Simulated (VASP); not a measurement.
# GaN (F-43m) in VASP: notebook

GaN is run at these levels: LDA; tasks: single point.

Program: VASP 6.6.1. These are calculated values, not measurements. Logs are shortened: lines on timing, memory, paths and dates and some standing lists are left out, and cuts for length are marked.

## 1. The cell of the first run

It takes space group F-43m (No. 216, cubic). The conventional cell has a = 4.441 Å, b = 4.441 Å, c = 4.441 Å, α = 90.00°, β = 90.00°, γ = 90.00°. Ga (site symmetry -43m) has 4 N at 1.92 Å within 2.6 Å. N (site symmetry -43m) has 4 Ga at 1.92 Å within 2.6 Å.

## 2. Single point, LDA

INCAR reads:

```
PREC = Accurate
ENCUT = 1330
EDIFF = 1E-6
ISMEAR = 0
SIGMA = 0.01
LREAL = F
LASPH = T
NELM = 120
ALGO = Normal
ISIF = 2
LWAVE = F
LCHARG = F
NBANDS = 16
GGA_COMPAT = F
```

KPOINTS reads:

```
regular mesh
0
Gamma
  10 10 10
```

POSCAR reads:

```
GaN
1.0
    2.2206567818      2.2206567818      0.0000000000
   -2.2206567818      2.2206567818      0.0000000000
    0.0000000000      2.2206567818      2.2206567818
Ga N
1 1
Direct
    0.0000000000      0.0000000000      0.0000000000
    0.2500000000      0.7500000000      0.5000000000
```

Potentials or basis: VASP PAW LDA potentials, release 64 (Ga_d, N_h).

Launch:

```bash
cat potpaw_LDA.64/Ga_d/POTCAR potpaw_LDA.64/N_h/POTCAR > POTCAR
mpirun -np 1 vasp_std > vasp.out
```

OUTCAR:

```text
PREC = Accurate
   ENCUT = 1330
   EDIFF = 1E-6
   ISMEAR = 0
   LREAL = F
   LASPH = T
   NELM = 120
   ISIF = 2

 ion  position               nearest neighbor table
   1  0.000  0.000  0.000-   2 1.92   2 1.92   2 1.92   2 1.92
   2  0.250  0.750  0.500-   1 1.92   1 1.92   1 1.92   1 1.92

  LATTYP: Found a face centered cubic cell.
 ALAT       =     4.4413135636

  Lattice vectors:

 A1 = (   0.0000000000,   2.2206567818,   2.2206567818)
 A2 = (   2.2206567818,   0.0000000000,   2.2206567818)
 A3 = (   2.2206567818,   2.2206567818,   0.0000000000)

Analysis of symmetry for initial positions (statically):
=====================================================================
 Subroutine PRICEL returns:
 Original cell was already a primitive cell.

 Routine SETGRP: Setting up the symmetry group for a
 face centered cubic supercell.

 Subroutine GETGRP returns: Found 24 space group operations
 (whereof 24 operations were pure point group operations)
 out of a pool of 48 trial point group operations.

The static configuration has the point symmetry T_d .

Analysis of symmetry for dynamics (positions and initial velocities):
=====================================================================
 Subroutine PRICEL returns:
 Original cell was already a primitive cell.

 Routine SETGRP: Setting up the symmetry group for a
 face centered cubic supercell.

 Subroutine GETGRP returns: Found 24 space group operations
 (whereof 24 operations were pure point group operations)
 out of a pool of 48 trial point group operations.

The dynamic configuration has the point symmetry T_d .

 Subroutine INISYM returns: Found 24 space group operations
 (whereof 24 operations are pure point group operations),
 and found     1 'primitive' translations

----------------------------------------------------------------------------------------

                                     Primitive cell

  volume of cell :      21.9015

  direct lattice vectors                    reciprocal lattice vectors
     2.220656782  2.220656782  0.000000000     0.225158613  0.225158613 -0.225158613
    -2.220656782  2.220656782  0.000000000    -0.225158613  0.225158613 -0.225158613
     0.000000000  2.220656782  2.220656782     0.000000000  0.000000000  0.450317225

  length of vectors
     3.140482938  3.140482938  3.140482938     0.389986157  0.389986157  0.450317225

  position of ions in fractional coordinates (direct lattice)
     0.000000000  0.000000000  0.000000000
     0.250000000  0.750000000  0.500000000

  ion indices of the primitive-cell ions
   primitive index   ion index
                 1           1
                 2           2

----------------------------------------------------------------------------------------

 KPOINTS: regular mesh

Automatic generation of k-mesh.
 Grid dimensions read from file:
 generate k-points for:   10   10   10

 Generating k-lattice:

  Cartesian coordinates                     Fractional coordinates (reciprocal lattice)
     0.022515861  0.022515861 -0.022515861     0.100000000  0.000000000  0.000000000
    -0.022515861  0.022515861 -0.022515861     0.000000000  0.100000000  0.000000000
     0.000000000  0.000000000  0.045031723     0.000000000  0.000000000  0.100000000

  Length of vectors
     0.038998616  0.038998616  0.045031723

  Shift w.r.t. Gamma in fractional coordinates (k-lattice)
     0.000000000  0.000000000  0.000000000

 Subroutine IBZKPT returns following result:
 ===========================================

 Found     47 irreducible k-points:

 Following reciprocal coordinates:
            Coordinates               Weight
  0.000000  0.000000  0.000000      1.000000
  0.100000  0.000000  0.000000      8.000000
  0.200000  0.000000  0.000000      8.000000
  0.300000  0.000000  0.000000      8.000000
  0.400000  0.000000  0.000000      8.000000
  0.500000  0.000000  0.000000      4.000000
[... 16 lines left out ...]
  0.300000  0.300000  0.000000     12.000000
  0.400000  0.300000  0.000000     24.000000
 [... further k-points ...]
   k-points           NKPTS =     47   k-points in BZ     NKDIM =     47   number of bands    NBANDS=     16
   number of dos      NEDOS =    301   number of ions     NIONS =      2
   total plane-waves  NPLWV =  64000
   dimension x,y,z NGX =    40 NGY =   40 NGZ =   40
   dimension x,y,z NGXF=    80 NGYF=   80 NGZF=   80
   ions per type =               1   1
   NGX,Y,Z   is equivalent  to a cutoff of  21.17, 21.17, 21.17 a.u.
   NGXF,Y,Z  is equivalent  to a cutoff of  42.35, 42.35, 42.35 a.u.
 SYSTEM =  unknown system
   PREC   = accura    normal or accurate (medium, high low for compatibility)
   ISTART =      0    job   : 0-new  1-cont  2-samecut
   ICHARG =      2    charge: 1-file 2-atom 10-const
   ISPIN  =      1    spin polarized calculation?
   LNONCOLLINEAR =      F non collinear calculations
   LSORBIT =      F    spin-orbit coupling
   LASPH  =      T    aspherical Exc in radial PAW
   ENCUT  = 1330.0 eV  97.75 Ry    9.89 a.u.   9.34  9.34  9.34*2*pi/ulx,y,z
   NELM   =    120;   NELMIN=  2; NELMDL= -5     # of ELM steps
   EDIFF  = 0.1E-05   stopping-criterion for ELM
   LREAL  =      F    real-space projection
[... 7 lines left out ...]
   TEBEG  =    0.0;   TEEND  =   0.0 temperature during run
   PSTRESS=    0.0 pullay stress
   NELECT =      18.0000    total number of electrons
   NUPDOWN=      -1.0000    fix difference up-down
   EMIN   =  10.00;   EMAX   =-10.00  energy-range for DOS
   EFERMI =   0.00;   METHOD = LEGACY
   ISMEAR =     0;   SIGMA  =   0.01  broadening in eV -4-tet -1-fermi 0-gaus
   EFERMI_NEDOS =   21; number of points for ismear=-14 and -15
   IALGO  =     38    algorithm
   IMIX   =      4    mixing-type and parameters
     AMIX     =   0.40;   BMIX     =  1.00
     AMIX_MAG =   1.60;   BMIX_MAG =  1.00
  volume/ion in A,a.u.               =      10.95        73.90
  Fermi-wavevector in a.u.,A,eV,Ry     =   1.533466  2.897831 31.994356  2.351519
  Thomas-Fermi vector in A             =   2.640529
   LORBIT       =      0    0 simple, 1 ext, 2 COOP (PROOUT), +10 PAW based schemes
   GGA     = CA    functional components
   LHFCALC =     F    Hartree Fock is set to
   AEXX    =    0.0000 exact exchange contribution
   IVDW    =     0    specifies the selected vdW correction
   LEPSILON=     F    determine dielectric tensor
   LRPA    =     F    only Hartree local field effects (RPA)
 non-spin polarized calculation
 Gauss-broadening in eV      SIGMA  =   0.01
  energy-cutoff  :     1330.00
  volume of cell :       21.90
 maximum number of plane-waves:      2450
 NGX is ok and might be reduce to    40
   NGX = 19   NGY = 19   NGZ = 19

 number of electron      18.0000001 magnetization

 Free energy of the ion-electron system (eV)
  ---------------------------------------------------
  ext. energy  EPLUGINS =         0.00000000
  ---------------------------------------------------
  free energy    TOTEN  =       -13.94434892 eV

  energy without entropy =      -13.94434892  energy(sigma->0) =      -13.94434892

 E-fermi :   5.9076     XC(G=0): -12.3705

 val. band max:        5.8505288212   @ k =   0.0000   0.0000   0.0000
 cond. band min:       7.8860768949   @ k =   0.0000   0.0000   0.0000
 fundamental gap:      2.0355480737
 Fermi energy:         5.9076023330

 k-point     1 :       0.0000    0.0000    0.0000
  band No.  band energies     occupation
      1     -10.3420      2.00000
      2      -7.7522      2.00000
      3      -7.7522      2.00000
      4      -7.7522      2.00000
      5      -7.3872      2.00000
      6      -7.3872      2.00000
[... 8 lines left out ...]
     15      24.8669      0.00000
     16      24.8669      0.00000

 k-point     2 :       0.1000    0.0000    0.0000
  band No.  band energies     occupation
      1     -10.2201      2.00000
      2      -7.7367      2.00000
      3      -7.7367      2.00000
      4      -7.7150      2.00000
      5      -7.3888      2.00000
      6      -7.3888      2.00000
[... 8 lines left out ...]
     15      23.5787      0.00000
     16      23.5787      0.00000

 k-point     3 :       0.2000    0.0000    0.0000
  band No.  band energies     occupation
      1      -9.9112      2.00000
      2      -7.7009      2.00000
      3      -7.7009      2.00000
      4      -7.5513      2.00000
      5      -7.3877      2.00000
      6      -7.3877      2.00000
[... 8 lines left out ...]
     15      22.8008      0.00000
     16      22.8008      0.00000

 k-point     4 :       0.3000    0.0000    0.0000
  band No.  band energies     occupation
      1      -9.5822      2.00000
      2      -7.6692      2.00000
      3      -7.6692      2.00000
      4      -7.3724      2.00000
      5      -7.3724      2.00000
      6      -7.1276      2.00000
[... 8 lines left out ...]
     15      23.3214      0.00000
     16      23.3214      0.00000

 k-point     5 :       0.4000    0.0000    0.0000
  band No.  band energies     occupation
      1      -9.3887      2.00000
      2      -7.6557      2.00000
      3      -7.6557      2.00000
      4      -7.3467      2.00000
      5      -7.3467      2.00000
      6      -6.4392      2.00000
[... 8 lines left out ...]
     15      24.7885      0.00000
     16      24.7885      0.00000

 k-point     6 :       0.5000    0.0000    0.0000
  band No.  band energies     occupation
      1      -9.3340      2.00000
      2      -7.6533      2.00000
      3      -7.6533      2.00000
      4      -7.3339      2.00000
      5      -7.3339      2.00000
      6      -6.0087      2.00000
[... 8 lines left out ...]
     15      25.8401      0.00000
     16      25.8401      0.00000
[... 267 lines left out ...]
 k-point    21 :      -0.3000    0.2000    0.0000
  band No.  band energies     occupation
      1      -9.5334      2.00000
      2      -7.6277      2.00000
      3      -7.5968      2.00000
      4      -7.5343      2.00000
      5      -7.3428      2.00000
      6      -7.1453      2.00000
[... 8 lines left out ...]
     15      26.7534      0.00000
     16      26.9551      0.00000

 k-point    22 :      -0.2000    0.2000    0.0000
  band No.  band energies     occupation
      1      -9.7777      2.00000
      2      -7.6431      2.00000
      3      -7.6431      2.00000
      4      -7.6091      2.00000
      5      -7.3724      2.00000
      6      -7.3571      2.00000
[... 8 lines left out ...]
     15      27.0746      0.00000
     16      27.6788      0.00000

 k-point    23 :       0.3000    0.3000    0.0000
  band No.  band energies     occupation
      1      -9.2156      2.00000
      2      -7.6365      2.00000
      3      -7.5316      2.00000
      4      -7.4218      2.00000
      5      -7.3847      2.00000
      6      -5.7216      2.00000
[... 8 lines left out ...]
     15      23.8570      0.00000
     16      28.7712      0.00000

 k-point    24 :       0.4000    0.3000    0.0000
  band No.  band energies     occupation
      1      -9.1784      2.00000
      2      -7.6293      2.00000
      3      -7.4959      2.00000
      4      -7.4509      2.00000
      5      -7.3509      2.00000
      6      -5.4405      2.00000
[... 8 lines left out ...]
     15      25.9312      0.00000
     16      29.0038      0.00000

 [... further k-points ...]
[... 5 lines left out ...]
  --------------------------------------------------------------------------------------
  -------------------------------------------------------------------------------------
  Total        0.4057061      0.4057061      0.4057061      0.0000000     -0.0000000     -0.0000000
  in kB       29.6788988     29.6788988     29.6788988      0.0000000     -0.0000000     -0.0000000
  external PRESSURE =      29.6788988 kB  Pullay stress =       0.0000000 kB

 VOLUME and BASIS-vectors are now :
 -----------------------------------------------------------------------------
  energy-cutoff  :     1330.00
  volume of cell :       21.90
      direct lattice vectors                 reciprocal lattice vectors
     2.220656782  2.220656782  0.000000000     0.225158613  0.225158613 -0.225158613
    -2.220656782  2.220656782  0.000000000    -0.225158613  0.225158613 -0.225158613
     0.000000000  2.220656782  2.220656782     0.000000000  0.000000000  0.450317225

 POSITION                                       TOTAL-FORCE (eV/Angst)
 -----------------------------------------------------------------------------------
      0.00000      0.00000      0.00000        -0.000000     -0.000000     -0.000000
     -1.11033      3.33099      1.11033         0.000000      0.000000      0.000000
 -----------------------------------------------------------------------------------
    total drift:                               -0.000000      0.000000     -0.000000

  FREE ENERGIE OF THE ION-ELECTRON SYSTEM (eV)
  ---------------------------------------------------
  free  energy   TOTEN  =       -13.9443489225 eV

  energy  without entropy=      -13.9443489225  energy(sigma->0) =      -13.94434892
```

Run time: 51 s. Hardware: 1 thread of Intel Xeon Platinum 8259CL at 2.50GHz (Skylake/Cascade Lake), shared host; peak memory 0.25 GiB.

What came out:

```
Free energy            : -13.9443 eV
Pressure               : 3.0 GPa
Band gap on the k mesh : 2.04 eV
```

(Continued in part 2 of 2.)
